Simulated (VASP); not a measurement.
**PtF2: single point with PBE**

The system is PtF2.

```
Pt F
1.0
     3.29645    0.00000    0.00000
     0.00000    3.29645    0.00000
     0.00000    0.00000    4.08894
Pt F
1 2
Direct
  0.00000 0.00000 0.00000
  0.00000 0.00000 0.50000
  0.50000 0.50000 0.00000
```

This cell differs from its parent crystal: atoms taken out.

```json
{"Program": "VASP 6.6.1", "Task": "single point", "Functional": "PBE", "Potentials or basis": "VASP PAW PBE potentials, release 64 (Pt, F)", "Cutoff": "520 eV", "k mesh": "14 × 14 × 12", "Occupations": "gaussian, width 0.1 eV", "Spin": "no spin polarisation"}
```

```
Pressure               : -0.1 GPa
Band gap on the k mesh : zero (bands 12 and 13 overlap by 2.13 eV)
```

Stress tensor (GPa, compression positive):
```
-0.45  0.00  0.00
 0.00 -0.45  0.00
 0.00  0.00  0.56
```

Levels at points of the mesh, in eV from the Fermi level:
| k point | band 8 | band 9 | band 10 | band 11 | band 12 | band 13 | band 14 | band 15 | band 16 | band 17 |
| --- | --- | --- | --- | --- | --- | --- | --- | --- | --- | --- |
| (0.00, 0.00, 0.00) | -3.57 | -2.89 | -1.73 | -1.47 | -1.47 | -1.23 | 0.90 | 9.97 | 11.14 | 14.99 |
| (0.50, 0.00, 0.00) | -3.59 | -1.39 | -1.30 | -1.07 | -0.23 | 0.89 | 4.81 | 6.35 | 11.88 | 12.88 |
| (0.50, 0.50, 0.00) | -3.93 | -2.10 | -2.10 | -1.22 | -0.70 | -0.41 | 4.88 | 9.07 | 9.07 | 11.13 |
| (0.00, 0.00, 0.50) | -4.45 | -2.85 | -1.31 | -1.23 | -0.21 | -0.21 | 5.32 | 6.58 | 14.17 | 15.51 |
| (0.50, 0.00, 0.50) | -3.57 | -1.03 | -0.25 | -0.17 | 0.90 | 2.09 | 6.33 | 7.21 | 8.41 | 11.32 |
| (0.50, 0.50, 0.50) | -4.25 | -1.19 | -0.52 | -0.52 | -0.40 | 1.07 | 7.69 | 8.97 | 8.97 | 11.88 |

Run time: 2.1 min on 1 thread of AMD EPYC 7R13 Processor (Zen 3), on a shared host, peak memory 0.28 GiB.

Caveat: the cell differs from its parent crystal (atoms taken out); spin-orbit coupling is left out, which moves the levels of the heavy elements.
